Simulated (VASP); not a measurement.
Set up this calculation in VASP 6.6.1, as the native input.

```yaml
Task: relaxation of shape and atoms at fixed volume
Functional: PBE
Potentials_or_basis: VASP PAW PBE potentials, release 64 (Lu)
Cutoff: 600 eV
k_mesh: 13 × 13 × 12
Occupations: fermi-dirac, width 0.08 eV
Spin: no spin polarisation
Dipole_correction: no
Further_INCAR_settings: ALGO = Normal; EDIFF = 1e-06; IBRION = 2; EDIFFG = -0.005; NSW = 50; ISIF = 4
```

The structure of Lu lies in POSCAR:

```
Lu
1.0
    2.7105451155      0.0000000000      0.0000000000
   -1.3552725578      2.3474009281      0.0000000000
    0.0000000000      0.0000000000      2.6804715521
Lu
1
Direct
    0.0000000000      0.0000000000      0.0000000000
```

This isn't the form of Lu at room conditions, which is hcp.

The input as run:

INCAR

```
SYSTEM = Lu
ALGO = Normal ; EDIFF = 1E-6
EDIFFG = -0.005 ; ENCUT = 600
GGA = PE ; IBRION = 2
ISIF = 4 ; ISMEAR = -1
LASPH = .TRUE. ; LCHARG = .FALSE.
LREAL = .FALSE. ; LWAVE = .FALSE.
NELM = 80 ; NSW = 50
PREC = Accurate ; SIGMA = 0.08
```

KPOINTS

```
k-points
0
G
  13 13 12
  0 0 0
```

Potentials or basis: VASP PAW PBE potentials, release 64 (Lu).

The run is started by

```console
$ cat potpaw_PBE.64/Lu/POTCAR > POTCAR
$ mpirun -np 1 vasp_std > vasp.out
```

It gave:

```yaml
Energy_gained_by_relaxing: 17.7 meV/atom
Ionic_steps: 3
Pressure_after_relaxing: 60.3 GPa
Band_gap_on_the_k_mesh: zero (an odd number of electrons rules out a gap without spin polarisation)
```

Caveat: spin-orbit coupling is left out, which moves the levels of the heavy elements.

Run time: 47 s on 1 thread of Intel(R) Xeon(R) 6975P-C (Granite Rapids), on a shared host, peak memory 0.19 GiB.
